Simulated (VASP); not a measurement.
## Re: single point with PBE

Re, a wire with vacuum:

```
Re
1.0
     9.00000    0.00000    0.00000
     0.00000    9.30000    0.00000
     0.00000    0.00000    4.96014
Re
2
Direct
  0.50000 0.50000 0.00000
  0.50000 0.50000 0.46500
```

* Program: VASP 6.6.1
* Task: single point
* Functional: PBE
* Potentials or basis: VASP PAW PBE potentials, release 64 (Re_sv_GW)
* Cutoff: 410 eV
* k mesh: 1 × 1 × 13
* Occupations: gaussian, width 0.05 eV
* Spin: collinear spin, ferromagnetic start
* Starting moments: [1.5, 1.5] μB

```
Largest force                                         : 2.802 eV/Å
Net moment                                            : 0.77 μB per cell
Site moments                                          : Re +0.29 μB
Valence electrons inside the program's atomic spheres : Re 14.81
```

Forces on the atoms (eV/Å):
```
Re   0.000  0.000  2.802
Re   0.000  0.000 -2.802
```

Levels at points of the mesh, in eV from the Fermi level:
Spin up:
| k point | band 12 | band 13 | band 14 | band 15 | band 16 | band 17 |
| --- | --- | --- | --- | --- | --- | --- |
| (0.00, 0.00, 0.00) | -1.95 | -1.02 | -1.02 | 0.45 | 0.45 | 0.99 |
Spin down:
```csv
k point,band 11,band 12,band 13,band 14,band 15,band 16,band 17,band 18
"(0.00, 0.00, 0.00)",-2.83,-1.77,-0.76,-0.76,0.74,0.74,1.22,2.30
```

It took 2.2 min on 1 thread of Intel(R) Xeon(R) Platinum 8375C CPU @ 2.90GHz (Ice Lake) (shared host), peak memory 0.48 GiB.

Caveat: spin-orbit coupling is left out, which moves the levels of the heavy elements.
